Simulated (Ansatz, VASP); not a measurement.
# One calculation of Ag, two programs

```
Ag
1.0
     0.00000    2.74992    2.74992
     2.74992    0.00000    2.74992
     2.74992    2.74992    0.00000
Ag
2
Cartesian
  -0.6875 -0.6875 -0.6875
  0.6875 0.6875 0.6875
```

Alike in both runs: task relaxation of cell and atoms; functional PBEsol; k mesh 13 × 13 × 13; occupations fermi-dirac, width 0.08 eV; no spin polarisation.

```csv
,VASP,Ansatz
version,VASP 6.6.1,Ansatz 0.2.0
potentials or method,"VASP PAW PBE potentials, release 64 (Ag)","PAW with Ansatz's default frozen-core files, scalar-relativistic"
plane-wave cutoff (eV),600,420
valence electrons in the cell,22,38
```

|  | VASP | Ansatz | Ansatz less VASP |
| --- | --- | --- | --- |
| relaxed volume (Å³/atom) | 27.47 | 27.52 | +0.044 |
| relaxed cell length with the largest relative difference (Å) | 4.267 | 4.269 | +0.0023 |

VASP's potentials were made for PBE, not for PBEsol. VASP's potentials hold 22 valence electrons a cell and Ansatz's 38, so a difference there can come from the potentials and not from the codes.

Noted on VASP's run: the volume moved by over 15 % at a fixed basis, so the end points are rough.
